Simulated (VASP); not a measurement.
# PbO2 (Fd-3m) in VASP: notebook

Aim: see how the results for PbO2 move with the level of theory and the settings. Levels: PBE, LDA, r2SCAN. Tasks: single point.

Everything below comes from runs of VASP 6.6.1. Logs are shortened: lines on timing, memory, paths and dates and some standing lists are left out, and cuts for length are marked.

## 1. The cell of the first run

Symmetry: Fd-3m, No. 227, cubic system. Conventional cell: a = 9.556 Å, b = 9.556 Å, c = 9.556 Å, α = 90.00°, β = 90.00°, γ = 90.00°. Pb (site symmetry -3m) has 6 O at 2.24 Å within 3.0 Å. O (site symmetry 3m) has 3 Pb at 2.24 Å and 3 O at 2.94 Å within 3.0 Å.

The cell was generated, and may not be a known phase.

## 2. Single point, PBE

File INCAR:

```
ALGO = Normal
EDIFF = 1E-7
ENCUT = 520
GGA = PE
ISIF = 2
ISMEAR = 0
LASPH = True
LCHARG = False
LREAL = False
LWAVE = False
NBANDS = 64
NELM = 100
PREC = Accurate
SIGMA = 0.02
```

File KPOINTS:

```
k-points
0
Gamma
  6 6 6
```

File POSCAR:

```
PbO2
1.0
    0.0000000000      4.7779994511      4.7779994511
    4.7779994511      0.0000000000      4.7779994511
    4.7779994511      4.7779994511      0.0000000000
Pb O
4 8
Direct
    0.1250000000      0.1250000000      0.1250000000
    0.1250000000      0.1250000000      0.6250000000
    0.1250000000      0.6250000000      0.1250000000
    0.6250000000      0.1250000000      0.1250000000
    0.9235795125      0.3588068292      0.3588068292
    0.3588068292      0.3588068292      0.3588068292
    0.3264204875      0.8911931708      0.8911931708
    0.8911931708      0.8911931708      0.3264204875
    0.8911931708      0.8911931708      0.8911931708
    0.8911931708      0.3264204875      0.8911931708
    0.3588068292      0.3588068292      0.9235795125
    0.3588068292      0.9235795125      0.3588068292
```

Potentials or basis: VASP PAW PBE potentials, release 64 (Pb_d, O).

Launch:

```bash
$ cat potpaw_PBE.64/Pb_d/POTCAR potpaw_PBE.64/O/POTCAR > POTCAR
$ mpirun -np 1 vasp_std > vasp.out
```

OUTCAR:

```text
EDIFF = 1E-7
   ENCUT = 520
   GGA = PE
   ISIF = 2
   ISMEAR = 0
   LASPH = True
   LREAL = False
   NELM = 100
   PREC = Accurate

 ion  position               nearest neighbor table
   1  0.125  0.125  0.125-   8 2.24  11 2.24   5 2.24  10 2.24   7 2.24  12 2.24   2 3.38   3 3.38
                             4 3.38   2 3.38   3 3.38   4 3.38
   2  0.125  0.125  0.625-   5 2.24   7 2.24  10 2.24  12 2.24   6 2.24   9 2.24   1 3.38   1 3.38
                             3 3.38   4 3.38   3 3.38   4 3.38
   3  0.125  0.625  0.125-   5 2.24   7 2.24   8 2.24  11 2.24   9 2.24   6 2.24   1 3.38   2 3.38
                             1 3.38   2 3.38   4 3.38   4 3.38
   4  0.625  0.125  0.125-   8 2.24  10 2.24  11 2.24  12 2.24   9 2.24   6 2.24   1 3.38   2 3.38
                             3 3.38   1 3.38   2 3.38   3 3.38
   5  0.924  0.359  0.359-   2 2.24   3 2.24   1 2.24
   6  0.359  0.359  0.359-   2 2.24   3 2.24   4 2.24
   7  0.326  0.891  0.891-   2 2.24   3 2.24   1 2.24
   8  0.891  0.891  0.326-   3 2.24   4 2.24   1 2.24
   9  0.891  0.891  0.891-   2 2.24   3 2.24   4 2.24
  10  0.891  0.326  0.891-   2 2.24   4 2.24   1 2.24
  11  0.359  0.359  0.924-   3 2.24   4 2.24   1 2.24
  12  0.359  0.924  0.359-   2 2.24   4 2.24   1 2.24

  LATTYP: Found a face centered cubic cell.
 ALAT       =     9.5559989022

  Lattice vectors:

 A1 = (   0.0000000000,   4.7779994511,   4.7779994511)
 A2 = (   4.7779994511,   0.0000000000,   4.7779994511)
 A3 = (   4.7779994511,   4.7779994511,   0.0000000000)

Analysis of symmetry for initial positions (statically):
=====================================================================
 Subroutine PRICEL returns:
 Original cell was already a primitive cell.

 Routine SETGRP: Setting up the symmetry group for a
 face centered cubic supercell.

 Subroutine GETGRP returns: Found 48 space group operations
 (whereof 24 operations were pure point group operations)
 out of a pool of 48 trial point group operations.

The static configuration has the point symmetry T_d .
 The point group associated with its full space group is O_h .

Analysis of symmetry for dynamics (positions and initial velocities):
=====================================================================
 Subroutine PRICEL returns:
 Original cell was already a primitive cell.

 Routine SETGRP: Setting up the symmetry group for a
 face centered cubic supercell.

 Subroutine GETGRP returns: Found 48 space group operations
 (whereof 24 operations were pure point group operations)
 out of a pool of 48 trial point group operations.

The dynamic configuration has the point symmetry T_d .
 The point group associated with its full space group is O_h .

 Subroutine INISYM returns: Found 48 space group operations
 (whereof 24 operations are pure point group operations),
 and found     1 'primitive' translations

----------------------------------------------------------------------------------------

                                     Primitive cell

  volume of cell :     218.1566

  direct lattice vectors                    reciprocal lattice vectors
     0.000000000  4.777999451  4.777999451    -0.104646308  0.104646308  0.104646308
     4.777999451  0.000000000  4.777999451     0.104646308 -0.104646308  0.104646308
     4.777999451  4.777999451  0.000000000     0.104646308  0.104646308 -0.104646308

  length of vectors
     6.757111625  6.757111625  6.757111625     0.181252721  0.181252721  0.181252721

  position of ions in fractional coordinates (direct lattice)
     0.125000000  0.125000000  0.125000000
     0.125000000  0.125000000  0.625000000
     0.125000000  0.625000000  0.125000000
     0.625000000  0.125000000  0.125000000
     0.923579512  0.358806829  0.358806829
     0.358806829  0.358806829  0.358806829
     0.326420488  0.891193171  0.891193171
     0.891193171  0.891193171  0.326420488
     0.891193171  0.891193171  0.891193171
     0.891193171  0.326420488  0.891193171
     0.358806829  0.358806829  0.923579512
     0.358806829  0.923579512  0.358806829

  ion indices of the primitive-cell ions
   primitive index   ion index
                 1           1
                 2           2
                 3           3
                 4           4
                 5           5
                 6           6
                 7           7
                 8           8
                 9           9
                10          10
                11          11
                12          12

----------------------------------------------------------------------------------------

 KPOINTS: k-points

Automatic generation of k-mesh.
 Grid dimensions read from file:
 generate k-points for:    6    6    6

 Generating k-lattice:

  Cartesian coordinates                     Fractional coordinates (reciprocal lattice)
    -0.017441051  0.017441051  0.017441051     0.166666667  0.000000000  0.000000000
     0.017441051 -0.017441051  0.017441051     0.000000000  0.166666667  0.000000000
     0.017441051  0.017441051 -0.017441051     0.000000000  0.000000000  0.166666667

  Length of vectors
     0.030208787  0.030208787  0.030208787

  Shift w.r.t. Gamma in fractional coordinates (k-lattice)
     0.000000000  0.000000000  0.000000000

 Subroutine IBZKPT returns following result:
 ===========================================

 Found     16 irreducible k-points:

 Following reciprocal coordinates:
            Coordinates               Weight
  0.000000  0.000000  0.000000      1.000000
  0.166667  0.000000  0.000000      8.000000
  0.333333  0.000000  0.000000      8.000000
  0.500000  0.000000  0.000000      4.000000
  0.166667  0.166667  0.000000      6.000000
  0.333333  0.166667  0.000000     24.000000
[... 8 lines left out ...]
 -0.333333  0.333333  0.166667     24.000000
 -0.333333  0.500000  0.166667     12.000000
   k-points           NKPTS =     16   k-points in BZ     NKDIM =     16   number of bands    NBANDS=     64
   number of dos      NEDOS =    301   number of ions     NIONS =     12
   total plane-waves  NPLWV = 125000
   dimension x,y,z NGX =    50 NGY =   50 NGZ =   50
   dimension x,y,z NGXF=   100 NGYF=  100 NGZF=  100
   ions per type =               4   8
   NGX,Y,Z   is equivalent  to a cutoff of  12.30, 12.30, 12.30 a.u.
   NGXF,Y,Z  is equivalent  to a cutoff of  24.60, 24.60, 24.60 a.u.
 SYSTEM =  unknown system
   PREC   = accura    normal or accurate (medium, high low for compatibility)
   ISTART =      0    job   : 0-new  1-cont  2-samecut
   ICHARG =      2    charge: 1-file 2-atom 10-const
   ISPIN  =      1    spin polarized calculation?
   LNONCOLLINEAR =      F non collinear calculations
   LSORBIT =      F    spin-orbit coupling
   LASPH  =      T    aspherical Exc in radial PAW
   ENCUT  =  520.0 eV  38.22 Ry    6.18 a.u.  12.56 12.56 12.56*2*pi/ulx,y,z
   NELM   =    100;   NELMIN=  2; NELMDL= -5     # of ELM steps
   EDIFF  = 0.1E-06   stopping-criterion for ELM
   LREAL  =      F    real-space projection
   EDIFFG = 0.1E-05   stopping-criterion for IOM
   NSW    =      0    number of steps for IOM
   IBRION =     -1    ionic relax: 0-MD 1-quasi-New 2-CG
   NFREE  =      0    steps in history (QN), initial steepest desc. (CG)
   ISIF   =      2    stress and relaxation
   ISYM   =      2    0-nonsym 1-usesym 2-fastsym
   POTIM  = 0.5000    time-step for ionic-motion
   TEBEG  =    0.0;   TEEND  =   0.0 temperature during run
   PSTRESS=    0.0 pullay stress
   NELECT =     104.0000    total number of electrons
   NUPDOWN=      -1.0000    fix difference up-down
   EMIN   =  10.00;   EMAX   =-10.00  energy-range for DOS
   EFERMI =   0.00;   METHOD = LEGACY
   ISMEAR =     0;   SIGMA  =   0.02  broadening in eV -4-tet -1-fermi 0-gaus
   EFERMI_NEDOS =   21; number of points for ismear=-14 and -15
   IALGO  =     38    algorithm
   IMIX   =      4    mixing-type and parameters
     AMIX     =   0.40;   BMIX     =  1.00
     AMIX_MAG =   1.60;   BMIX_MAG =  1.00
  volume/ion in A,a.u.               =      18.18       122.68
  Fermi-wavevector in a.u.,A,eV,Ry     =   1.278880  2.416733 22.252797  1.635534
  Thomas-Fermi vector in A             =   2.411398
   LORBIT       =      0    0 simple, 1 ext, 2 COOP (PROOUT), +10 PAW based schemes
   GGA     = PE    functional components
   LHFCALC =     F    Hartree Fock is set to
   AEXX    =    0.0000 exact exchange contribution
   IVDW    =     0    specifies the selected vdW correction
   LEPSILON=     F    determine dielectric tensor
   LRPA    =     F    only Hartree local field effects (RPA)
 non-spin polarized calculation
 Gauss-broadening in eV      SIGMA  =   0.02
  energy-cutoff  :      520.00
  volume of cell :      218.16
 maximum number of plane-waves:      5961
   NGX = 25   NGY = 25   NGZ = 25

 number of electron     104.0000022 magnetization

 Free energy of the ion-electron system (eV)
  ---------------------------------------------------
  ext. energy  EPLUGINS =         0.00000000
  ---------------------------------------------------
  free energy    TOTEN  =       -62.23862418 eV

  energy without entropy =      -62.23862418  energy(sigma->0) =      -62.23862418

 E-fermi :   1.5176     XC(G=0):  -8.9941

 val. band max:        1.3835003260   @ k =   0.0000   0.0000   0.0000
 cond. band min:       2.0252050758   @ k =   0.0000   0.0000   0.0000
 fundamental gap:      0.6417047498
 Fermi energy:         1.5176138816

 k-point     1 :       0.0000    0.0000    0.0000
  band No.  band energies     occupation
      1     -16.4004      2.00000
      2     -16.2887      2.00000
      3     -16.2887      2.00000
      4     -16.2887      2.00000
      5     -15.2125      2.00000
      6     -14.8173      2.00000
[... 56 lines left out ...]
     63      10.9957      0.00000
     64      11.7468      0.00000

 k-point     2 :       0.1667    0.0000    0.0000
  band No.  band energies     occupation
      1     -16.3582      2.00000
      2     -16.2736      2.00000
      3     -16.2367      2.00000
      4     -16.2367      2.00000
      5     -15.2802      2.00000
      6     -15.0230      2.00000
[... 994 lines left out ...]
     63      10.2905      0.00000
     64      10.2906      0.00000

------------------------ aborting loop because EDIFF is reached ----------------------------------------

  FORCE on cell =-STRESS in cart. coord.  units (eV):
  Direction    XX          YY          ZZ          XY          YZ          ZX
  --------------------------------------------------------------------------------------
  -------------------------------------------------------------------------------------
  Total        0.3460817      0.3460817      0.3460817     -0.0000000     -0.0000000      0.0000000
  in kB        2.5416803      2.5416803      2.5416803     -0.0000000     -0.0000000      0.0000000
  external PRESSURE =       2.5416803 kB  Pullay stress =       0.0000000 kB

 VOLUME and BASIS-vectors are now :
 -----------------------------------------------------------------------------
  energy-cutoff  :      520.00
  volume of cell :      218.16
      direct lattice vectors                 reciprocal lattice vectors
     0.000000000  4.777999451  4.777999451    -0.104646308  0.104646308  0.104646308
     4.777999451  0.000000000  4.777999451     0.104646308 -0.104646308  0.104646308
     4.777999451  4.777999451  0.000000000     0.104646308  0.104646308 -0.104646308

 POSITION                                       TOTAL-FORCE (eV/Angst)
 -----------------------------------------------------------------------------------
      1.19450      1.19450      1.19450         0.000000     -0.000000      0.000000
      3.58350      3.58350      1.19450         0.000000     -0.000000      0.000000
      3.58350      1.19450      3.58350         0.000000     -0.000000      0.000000
      1.19450      3.58350      3.58350         0.000000     -0.000000     -0.000000
      3.42876      6.12724      6.12724         0.023560     -0.023560     -0.023560
      3.42876      3.42876      3.42876         0.023560      0.023560      0.023560
      8.51624      5.81776      5.81776        -0.023560      0.023560      0.023560
      5.81776      5.81776      8.51624         0.023560      0.023560     -0.023560
      8.51624      8.51624      8.51624        -0.023560     -0.023560     -0.023560
      5.81776      8.51624      5.81776         0.023560     -0.023560      0.023560
      6.12724      6.12724      3.42876        -0.023560     -0.023560      0.023560
      6.12724      3.42876      6.12724        -0.023560      0.023560     -0.023560
 -----------------------------------------------------------------------------------
    total drift:                               -0.000000     -0.000000      0.000000

  FREE ENERGIE OF THE ION-ELECTRON SYSTEM (eV)
  ---------------------------------------------------
  free  energy   TOTEN  =       -62.2386241797 eV

  energy  without entropy=      -62.2386241797  energy(sigma->0) =      -62.23862418
```

It took 9.2 min on 1 thread of Oxide Virtual Turin-like, shared host; peak memory 0.4 GiB.

Results:

| Quantity | Value |
| --- | --- |
| Free energy | -62.2386 eV |
| Pressure | 0.3 GPa |
| Largest force | 0.041 eV/Å |
| Band gap on the k mesh | 0.64 eV |

Forces in eV/Å, atoms in the order of the input:
```
Pb   0.000  0.000  0.000
Pb   0.000  0.000  0.000
Pb   0.000  0.000  0.000
Pb   0.000  0.000  0.000
O    0.024 -0.024 -0.024
O    0.024  0.024  0.024
O   -0.024  0.024  0.024
O    0.024  0.024 -0.024
O   -0.024 -0.024 -0.024
O    0.024 -0.024  0.024
O   -0.024 -0.024  0.024
O   -0.024  0.024 -0.024
```

Caveat: spin-orbit coupling is left out, which moves the levels of the heavy elements. A k mesh can miss the band edges.

(Part 1 of 2 ends here.)
